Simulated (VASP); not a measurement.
Here is a VASP 6.6.1 calculation.

The input POSCAR:

```
CsCl
1.0
    4.1230000000      0.0000000000      0.0000000000
    0.0000000000      4.1230000000      0.0000000000
    0.0000000000      0.0000000000      4.1230000000
Cs Cl
1 1
Direct
    0.0000000000      0.0000000000      0.0000000000
    0.5000000000      0.5000000000      0.5000000000
```

File INCAR.step1:

```
SYSTEM = CsCl
  ALGO = Normal
  EDIFF = 1E-5
  EDIFFG = -0.005
  ENCUT = 550
  GGA = PE
  GGA_COMPAT = .False.
  IBRION = 2
  ISIF = 3
  ISMEAR = -1
  LASPH = .True.
  LCHARG = .False.
  LREAL = .False.
  LWAVE = .True.
  NELM = 120
  NELMIN = 4
  NSW = 100
  PREC = Accurate
  SIGMA = 0.05
```

File INCAR.step2:

```
SYSTEM = CsCl
  ALGO = Normal
  EDIFF = 1E-7
  EDIFFG = -0.002
  ENCUT = 550
  GGA_COMPAT = .False.
  IBRION = 2
  ISIF = 3
  ISMEAR = -1
  ISTART = 1
  LASPH = .True.
  LCHARG = .False.
  LMIXTAU = .True.
  LREAL = .False.
  LWAVE = .False.
  METAGGA = R2SCAN
  NELM = 120
  NELMIN = 4
  NSW = 100
  PREC = Accurate
  SIGMA = 0.05
```

KPOINTS

```
k-points
0
Gamma
  8 8 8
  0 0 0
```

Potentials or basis: VASP PAW PBE potentials, release 64 (Cs_sv, Cl).

Run with:

```sh
$ cat potpaw_PBE.64/Cs_sv/POTCAR potpaw_PBE.64/Cl/POTCAR > POTCAR
$ cp INCAR.step1 INCAR
$ mpirun -np 1 vasp_std > vasp.out
$ cp INCAR.step2 INCAR
$ mpirun -np 1 vasp_std > vasp.out
```

Predict the space group after relaxing (to 0.05 Å).

Pm-3m (No. 221).

Predict the relaxed cell.

a = 4.144 Å, b = 4.144 Å, c = 4.144 Å, α = 90.00°, β = 90.00°, γ = 90.00°.

Final structure:
```
Cs Cl
1.0
     4.14360    0.00000    0.00000
     0.00000    4.14360    0.00000
     0.00000    0.00000    4.14360
Cs Cl
1 1
Direct
  0.00000 0.00000 0.00000
  0.50000 0.50000 0.50000
```

 Zero-point motion and thermal expansion aren't in these numbers.
